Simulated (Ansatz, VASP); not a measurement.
One calculation of TiC, two programs

```
Ti C
1.0
     0.00000    2.34766    2.34766
     2.34766    0.00000    2.34766
     2.34766    2.34766    0.00000
Ti C
1 1
Direct
  0.00000 0.00000 0.00000
  0.25000 0.25000 0.25000
```

Alike in both runs: task relaxation of cell and atoms; functional PBE; k mesh 15 × 15 × 15; occupations fermi-dirac, width 0.05 eV; no spin polarisation.

```csv
,VASP,Ansatz
version,VASP 6.6.1,Ansatz 0.2.0
potentials or method,"VASP PAW PBE potentials, release 64 (Ti_sv, C)","PAW with Ansatz's default frozen-core files, scalar-relativistic"
plane-wave cutoff (eV),600,420
valence electrons in the cell,16,16
```

Ansatz gave:

* relaxed volume (Å³/atom): 13.21
* relaxed length of the cell vector where the two differ most in proportion (Å): 3.343

**Question.** Which values does VASP return?

**Answer.** Relaxed volume (Å³/atom): 13.22; relaxed length of the cell vector where the two differ most in proportion (Å): 3.344.
